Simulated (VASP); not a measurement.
Crystal: Os.

```xyz
2
Lattice="2.7522 0.0000 0.0000 -1.3761 2.3835 0.0000 0.0000 0.0000 4.3483" Properties=species:S:1:pos:R:3 pbc="T T T"
Os    1.3761    0.7945    3.2612
Os    0.0000    1.5890    1.0871
```

Base run:

| Property | Result |
| --- | --- |
| Program | VASP 6.6.1 |
| Functional | PBEsol |
| Dispersion | D3(BJ) |
| Potentials or basis | VASP PAW PBE potentials, release 64 (Os) |
| Cutoff | 520 eV |
| k mesh | 11 × 11 × 6 |
| Occupations | fermi-dirac, width 0.05 eV |
| Spin | no spin polarisation |

Its results: band gap on the k mesh zero (band 8 reaches 11.04 eV, above the bottom of band 9 at 7.27 eV); pressure -17.8 GPa.

Task: After a change of settings the same cell gave: band gap on the k mesh zero (band 8 reaches 11.20 eV, above the bottom of band 9 at 7.43 eV); pressure -6.8 GPa. Which change was it?
A. functional from PBEsol to revPBE; further incar settings from ALGO = Fast; EDIFF = 1e-06; NBANDS = 15 to ALGO = Fast; EDIFF = 1e-07; NBANDS = 15
B. functional from PBEsol to PBE; dispersion from D3(BJ) to D4
C. functional from PBEsol to r2SCAN; further incar settings from ALGO = Fast; EDIFF = 1e-06; NBANDS = 15 to ALGO = Normal; EDIFF = 1e-06; NBANDS = 15
D. dispersion from D3(BJ) to none; further incar settings from ALGO = Fast; EDIFF = 1e-06; NBANDS = 15 to ALGO = Normal; EDIFF = 1e-07; NBANDS = 15

Result: B.

Caveats: spin-orbit coupling is left out, which moves the levels of the heavy elements; pairwise dispersion overbinds metals, which lowers pressure and volume; the PAW data sets were made with another functional, which shifts forces and pressure a little (some runs).
